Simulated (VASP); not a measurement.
Here is a VASP 6.6.1 calculation.

File INCAR:

```
PREC = Accurate ; ENCUT = 520
EDIFF = 1E-6 ; ISMEAR = -1
SIGMA = 0.05 ; LREAL = False
LASPH = True ; NELM = 80
ALGO = Normal ; ISIF = 2
LWAVE = False ; LCHARG = True
GGA = PE ; LELF = True
LVHAR = True ; NBANDS = 32
```

File KPOINTS:

```
Automatic mesh
0
Gamma
  14 14 14
```

POSCAR

```
Bi2Se3
1.0
    1.9649607440      1.1344706145      9.0512371783
   -1.9649607440      1.1344706145      9.0512371783
    0.0000000000     -2.2689412290      9.0512371783
Bi Se
2 3
Direct
    0.5971644056      0.5971644056      0.5971644056
    0.4028355944      0.4028355944      0.4028355944
    0.7959139743      0.7959139743      0.7959139743
    0.2040860257      0.2040860257      0.2040860257
    0.0000000000      0.0000000000      0.0000000000
```

Potentials or basis: VASP PAW PBE potentials, release 64 (Bi_d, Se).

Run with:

```console
$ cat potpaw_PBE.64/Bi_d/POTCAR potpaw_PBE.64/Se/POTCAR > POTCAR
$ mpirun -np 1 vasp_std > vasp.out
```

Q: What does it give for the largest force?

A: 0.015 eV/Å.

Q: Estimate the pressure.

A: 13.2 GPa.

Q: What does it give for the band gap on the k mesh?

A: 0.04 eV.

Forces in eV/Å, atoms in the order of the input:
```
Bi   0.000  0.000  0.013
Bi   0.000  0.000 -0.013
Se   0.000  0.000  0.015
Se   0.000  0.000 -0.015
Se   0.000  0.000  0.000
```

Caveat: the cell differs from its parent crystal (z stretched by -1 %, then relaxed in part); the cell stands under pressure; spin-orbit coupling is left out, which moves the levels of the heavy elements. A k mesh can miss the band edges.
